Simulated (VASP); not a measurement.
# Y2TlRe (R-3m) in VASP: single point with PBE

Aim: the single point of Y2TlRe with PBE.

Program: VASP 6.6.1. These are calculated values, not measurements. Logs are shortened: lines on timing, memory, paths and dates and some standing lists are left out, and cuts for length are marked.

## 1. The cell of the first run

Symmetry: R-3m, No. 166, trigonal system. Conventional cell: a = 3.499 Å, b = 3.499 Å, c = 28.432 Å, α = 90.00°, β = 90.00°, γ = 120.00°. Within 3.8 Å of Y (site symmetry 3m) lie 3 Re at 2.88 Å and 3 Tl at 3.36 Å and 6 Y at 3.50 Å. Within 4.4 Å of Tl (site symmetry -3m) lie 6 Y at 3.36 Å and 6 Tl at 3.50 Å. Within 3.8 Å of Re (site symmetry -3m) lie 6 Y at 2.88 Å and 6 Re at 3.50 Å.

## 2. Single point, PBE

INCAR

```
SYSTEM = Y2TlRe
PREC = Accurate ; ENCUT = 520
EDIFF = 1E-6 ; ISMEAR = 0
SIGMA = 0.1 ; LREAL = .FALSE.
LASPH = .TRUE. ; NELM = 60
ALGO = Fast ; ISIF = 2
LWAVE = .FALSE. ; LCHARG = .TRUE.
GGA = PE ; LELF = .TRUE.
LVHAR = .TRUE. ; NBANDS = 29
```

KPOINTS

```
regular mesh
0
G
  6 6 6
  0 0 0
```

POSCAR

```
Y2TlRe
1.0
    1.7496529003      1.0101625729      9.4772116091
   -1.7496529003      1.0101625729      9.4772116091
    0.0000000000     -2.0203251459      9.4772116091
Y Tl Re
2 1 1
Direct
    0.2387673601      0.2387673601      0.2387673601
    0.7612326399      0.7612326399      0.7612326399
    0.0000000000      0.0000000000      0.0000000000
    0.5000000000      0.5000000000      0.5000000000
```

Potentials or basis: VASP PAW PBE potentials, release 64 (Y_sv, Tl_d, Re).

Run with:

```console
cat potpaw_PBE.64/Y_sv/POTCAR potpaw_PBE.64/Tl_d/POTCAR potpaw_PBE.64/Re/POTCAR > POTCAR
mpirun -np 1 vasp_std > vasp.out
```

OUTCAR:

```text
SYSTEM = Y2TlRe
   PREC = Accurate
   ENCUT = 520
   EDIFF = 1E-6
   ISMEAR = 0
   LREAL = .FALSE.
   LASPH = .TRUE.
   NELM = 60
   ISIF = 2
   GGA = PE

 ion  position               nearest neighbor table
   1  0.239  0.239  0.239-   4 2.88   4 2.88   4 2.88   3 3.36   3 3.36   3 3.36
   2  0.761  0.761  0.761-   4 2.88   4 2.88   4 2.88   3 3.36   3 3.36   3 3.36
   3  0.000  0.000  0.000-   2 3.36   1 3.36   2 3.36   2 3.36   1 3.36   1 3.36
   4  0.500  0.500  0.500-   1 2.88   2 2.88   1 2.88   1 2.88   2 2.88   2 2.88

  LATTYP: Found a trigonal (rhomboedric) cell.
 ALAT       =     9.6901627220
 COS(alpha) =     0.9347963875

  Lattice vectors:

 A1 = (   1.7496529003,   1.0101625729,   9.4772116091)
 A2 = (  -1.7496529003,   1.0101625729,   9.4772116091)
 A3 = (   0.0000000000,  -2.0203251459,   9.4772116091)

Analysis of symmetry for initial positions (statically):
=====================================================================
 Subroutine PRICEL returns:
 Original cell was already a primitive cell.

 Routine SETGRP: Setting up the symmetry group for a
 trigonal (rhombohedral) supercell.

 Subroutine GETGRP returns: Found 12 space group operations
 (whereof 12 operations were pure point group operations)
 out of a pool of 12 trial point group operations.

The static configuration has the point symmetry D_3d.

Analysis of symmetry for dynamics (positions and initial velocities):
=====================================================================
 Subroutine PRICEL returns:
 Original cell was already a primitive cell.

 Routine SETGRP: Setting up the symmetry group for a
 trigonal (rhombohedral) supercell.

 Subroutine GETGRP returns: Found 12 space group operations
 (whereof 12 operations were pure point group operations)
 out of a pool of 12 trial point group operations.

The dynamic configuration has the point symmetry D_3d.

 Subroutine INISYM returns: Found 12 space group operations
 (whereof 12 operations are pure point group operations),
 and found     1 'primitive' translations

----------------------------------------------------------------------------------------

                                     Primitive cell

  volume of cell :     100.5021

  direct lattice vectors                    reciprocal lattice vectors
     1.749652900  1.010162573  9.477211609     0.285770966  0.164989944  0.035172089
    -1.749652900  1.010162573  9.477211609    -0.285770966  0.164989944  0.035172089
     0.000000000 -2.020325146  9.477211609     0.000000000 -0.329979889  0.035172089

  length of vectors
     9.690162722  9.690162722  9.690162722     0.331849066  0.331849066  0.331849066

[... 88 lines left out ...]
   IBRION =     -1    ionic relax: 0-MD 1-quasi-New 2-CG
   NFREE  =      0    steps in history (QN), initial steepest desc. (CG)
   ISIF   =      2    stress and relaxation
   ISYM   =      2    0-nonsym 1-usesym 2-fastsym
   POTIM  = 0.5000    time-step for ionic-motion
   TEBEG  =    0.0;   TEEND  =   0.0 temperature during run
   PSTRESS=    0.0 pullay stress
   NELECT =      42.0000    total number of electrons
   NUPDOWN=      -1.0000    fix difference up-down
   EMIN   =  10.00;   EMAX   =-10.00  energy-range for DOS
   EFERMI =   0.00;   METHOD = LEGACY
   ISMEAR =     0;   SIGMA  =   0.10  broadening in eV -4-tet -1-fermi 0-gaus
   EFERMI_NEDOS =   21; number of points for ismear=-14 and -15
   IALGO  =     68    algorithm
   IMIX   =      4    mixing-type and parameters
     AMIX     =   0.40;   BMIX     =  1.00
     AMIX_MAG =   1.60;   BMIX_MAG =  1.00
  volume/ion in A,a.u.               =      25.13       169.56
  Fermi-wavevector in a.u.,A,eV,Ry     =   1.223957  2.312944 20.382499  1.498071
  Thomas-Fermi vector in A             =   2.359049
   LORBIT       =      0    0 simple, 1 ext, 2 COOP (PROOUT), +10 PAW based schemes
   GGA     = PE    functional components
   LHFCALC =     F    Hartree Fock is set to
   AEXX    =    0.0000 exact exchange contribution
   IVDW    =     0    specifies the selected vdW correction
   LEPSILON=     F    determine dielectric tensor
   LRPA    =     F    only Hartree local field effects (RPA)
 non-spin polarized calculation
 RMM-DIIS sequential band-by-band and
 Gauss-broadening in eV      SIGMA  =   0.10
  energy-cutoff  :      520.00
  volume of cell :      100.50
 maximum number of plane-waves:      2750
   NGX = 37   NGY = 37   NGZ = 37

 number of electron      42.0000001 magnetization

 Free energy of the ion-electron system (eV)
  ---------------------------------------------------
  ext. energy  EPLUGINS =         0.00000000
  ---------------------------------------------------
  free energy    TOTEN  =       -26.91798076 eV

  energy without entropy =      -26.91052015  energy(sigma->0) =      -26.91425045

 E-fermi :   4.7921     XC(G=0): -10.6102

 val. band max:        4.7517444283   @ k =  -0.3333   0.3333   0.0000
 cond. band min:       4.8260473355   @ k =   0.0000   0.0000   0.0000
 fundamental gap:      0.0743029072
 Fermi energy:         4.7920772153

 k-point     1 :       0.0000    0.0000    0.0000
  band No.  band energies     occupation
      1     -37.1690      2.00000
      2     -37.1640      2.00000
      3     -17.2953      2.00000
      4     -17.2206      2.00000
      5     -16.9557      2.00000
      6     -16.9557      2.00000
[... 757 lines left out ...]
     28       7.8560      0.00000
     29       8.7718      0.00000

 [... further k-points ...]

------------------------ aborting loop because EDIFF is reached ----------------------------------------

  FORCE on cell =-STRESS in cart. coord.  units (eV):
  Direction    XX          YY          ZZ          XY          YZ          ZX
  --------------------------------------------------------------------------------------
  -------------------------------------------------------------------------------------
  Total       -0.0590783     -0.0590783     -0.1378612      0.0000000      0.0000000      0.0000000
  in kB       -0.9418102     -0.9418102     -2.1977463      0.0000000      0.0000000      0.0000000
  external PRESSURE =      -1.3604555 kB  Pullay stress =       0.0000000 kB

 VOLUME and BASIS-vectors are now :
 -----------------------------------------------------------------------------
  energy-cutoff  :      520.00
  volume of cell :      100.50
      direct lattice vectors                 reciprocal lattice vectors
     1.749652900  1.010162573  9.477211609     0.285770966  0.164989944  0.035172089
    -1.749652900  1.010162573  9.477211609    -0.285770966  0.164989944  0.035172089
     0.000000000 -2.020325146  9.477211609     0.000000000 -0.329979889  0.035172089

 POSITION                                       TOTAL-FORCE (eV/Angst)
 -----------------------------------------------------------------------------------
      0.00000     -0.00000      6.78855         0.000000     -0.000000      0.002670
      0.00000     -0.00000     21.64309         0.000000      0.000000     -0.002670
      0.00000      0.00000      0.00000         0.000000      0.000000      0.000000
      0.00000     -0.00000     14.21582        -0.000000     -0.000000     -0.000000
 -----------------------------------------------------------------------------------
    total drift:                               -0.000000      0.000000     -0.000000

  FREE ENERGIE OF THE ION-ELECTRON SYSTEM (eV)
  ---------------------------------------------------
  free  energy   TOTEN  =       -26.9179807573 eV

  energy  without entropy=      -26.9105201478  energy(sigma->0) =      -26.91425045
```

OSZICAR:

```text
N       E                     dE             d eps       ncg     rms          rms(c)
DAV:   1     0.210295187280E+03    0.21030E+03   -0.21180E+04  2870   0.148E+03
DAV:   2    -0.132415123981E+02   -0.22354E+03   -0.21626E+03  2968   0.423E+02
DAV:   3    -0.262300247575E+02   -0.12989E+02   -0.12724E+02  3326   0.716E+01
[... 28 lines left out ...]
RMM:  32    -0.269179811203E+02   -0.22116E-05   -0.20976E-05  2110   0.444E-02    0.606E-02
RMM:  33    -0.269179825875E+02   -0.14672E-05   -0.17422E-05  2056   0.446E-02    0.605E-02
RMM:  34    -0.269179834413E+02   -0.85381E-06   -0.13113E-05  1984   0.426E-02    0.592E-02
RMM:  35    -0.269179810046E+02    0.24367E-05   -0.90001E-06  1995   0.463E-02    0.446E-02
RMM:  36    -0.269179807573E+02    0.24730E-06   -0.94796E-06  1976   0.481E-02
   1 F= -.26917981E+02 E0= -.26914250E+02  d E =-.746061E-02
```

Run time: 30 min. Hardware: 1 thread of Intel Xeon Platinum 8259CL at 2.50GHz (Skylake/Cascade Lake), shared host; peak memory 0.82 GiB.

Results:

```
Free energy            : -26.9180 eV
Pressure               : -0.1 GPa
Band gap on the k mesh : zero (bands 21 and 22 overlap by 0.90 eV)
```

Forces on the atoms (eV/Å):
```
Y    0.000  0.000  0.003
Y    0.000  0.000 -0.003
Tl   0.000  0.000  0.000
Re   0.000  0.000  0.000
```

Stress tensor (GPa, compression positive):
```
-0.09  0.00  0.00
 0.00 -0.09  0.00
 0.00  0.00 -0.22
```

Levels at points of the mesh, in eV from the Fermi level:
```csv
k point,band 18,band 19,band 20,band 21,band 22,band 23,band 24,band 25
"(0.00, 0.00, 0.00)",-0.99,-0.99,-0.54,-0.54,0.03,2.22,2.22,2.26
"(0.50, 0.00, 0.00)",-1.20,-1.17,-0.68,0.06,0.34,1.42,2.17,2.61
"(0.50, 0.50, 0.00)",-1.55,-1.07,-0.65,-0.17,0.75,1.43,1.94,2.06
"(0.50, 0.50, 0.50)",-0.99,-0.99,-0.91,-0.55,-0.55,2.32,2.32,2.56
```

Caveat: spin-orbit coupling is left out, which moves the levels of the heavy elements.

The gap in the log of VASP goes by the Fermi energy; the results here count the filled bands.